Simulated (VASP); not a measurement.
TiAl, 2 atoms in the cell. The typed cell holds 2 atoms: a = 3.277 Å, b = 3.190 Å, c = 3.174 Å, α = 89.27°, β = 90.16°, γ = 92.11°.  This cell differs from its parent crystal: atoms moved at random and the cell strained at random.

| Item | Value |
| --- | --- |
| Program | VASP 6.6.1 |
| Task | single point |
| Functional | PBE |
| Potentials or basis | VASP PAW PBE potentials, release 64 (Ti_sv, Al) |
| Cutoff | 520 eV |
| k mesh | 12 × 12 × 12 |
| Occupations | gaussian, width 0.1 eV |
| Spin | no spin polarisation |
| Dipole correction | no |
| Further INCAR settings | ALGO = Fast; EDIFF = 1e-06; NBANDS = 14 |

Potentials or basis: VASP PAW PBE potentials, release 64 (Ti_sv, Al).

Run with:

```console
$ cat potpaw_PBE.64/Ti_sv/POTCAR potpaw_PBE.64/Al/POTCAR > POTCAR
$ mpirun -np 1 vasp_std > vasp.out
```

Hardware: 1 thread of Intel Xeon 6975P-C (shared host).

Problem. Estimate the wall time of this run.

Solution. Wall time 4.6 min on 1 thread of Intel Xeon 6975P-C (shared host), peak memory 0.49 GiB. Counts: scf iterations 25, k points 868.
